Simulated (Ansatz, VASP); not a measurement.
## WS2 in VASP and in Ansatz

Contents of INCAR:

```
SYSTEM = WS2
ALGO = Normal ; EDIFF = 1E-6
EDIFFG = -0.01 ; ENCUT = 600
GGA = PS ; IBRION = 2
ISIF = 3 ; ISMEAR = -1
LASPH = .True. ; LCHARG = .False.
LREAL = .False. ; LWAVE = .False.
NELM = 60 ; NSW = 60
PREC = Accurate ; SIGMA = 0.05
```

File KPOINTS:

```
k-points
0
Gamma
  10 10 2
  0 0 0
```

Contents of POSCAR:

```
WS2
1.0
    3.1835163552      0.0000000000      0.0000000000
   -1.5917581776      2.7570060369      0.0000000000
    0.0000000000      0.0000000000     16.9505778900
W S
1 2
Direct
    0.0000000000      0.0000000000      0.0000000000
    0.3333333333      0.6666666667      0.0920005100
    0.3333333333      0.6666666667      0.9079994900
```

input.yaml

```yaml
crystal:
  lattice:
    - [3.1835163552, 0.0, 0.0]
    - [-1.5917581776, 2.7570060369, 0.0]
    - [0.0, 0.0, 16.95057789]
  atoms:
    - { symbol: W, position: [0.0, 0.0, 0.0] }
    - { symbol: S, position: [0.3333333333, 0.6666666667, 0.09200051] }
    - { symbol: S, position: [0.3333333333, 0.6666666667, 0.90799949] }
hamiltonian:
  xc: pbesol
  pseudopotentials: { kind: paw }
kpoints:
  mp_grid: { grid: [10, 10, 2] }
scf:
  occupations: { method: fermi_dirac, width: 0.05 }
output:
  forces: true
  stress: true
  eigenvalues: true
relax:
  f_tol: 0.01
  max_steps: 40
  cell: { stress_tol: 0.05 }
```

Alike in both runs: task relaxation of cell and atoms; functional PBEsol; k mesh 10 × 10 × 2; occupations fermi-dirac, width 0.05 eV; no spin polarisation.

```csv
,VASP,Ansatz
version,VASP 6.6.1,Ansatz 0.2.0
potentials or method,"VASP PAW PBE potentials, release 64 (W_sv, S)",Ansatz PAW
plane-wave cutoff (eV),600,420
valence electrons in the cell,26,26
```

VASP gave:

* gap on the k mesh at the Fermi level, each at its own relaxed structure (eV): 2.25
* relaxed volume (Å³/atom): 48.61
* relaxed length of the cell vector where the two differ most in proportion (Å): 17.002

**Question.** Which values does Ansatz return?

**Answer.** gap on the k mesh at the Fermi level, each at its own relaxed structure (eV): 2.24; relaxed volume (Å³/atom): 48.43; relaxed length of the cell vector where the two differ most in proportion (Å): 16.953.

VASP's potentials were made for PBE, not for PBEsol.

Neither program's run includes spin-orbit coupling. Noted on Ansatz's run: the plane-wave basis is chosen anew once the cell has moved, so the energies of steps on either side of that aren't comparable.
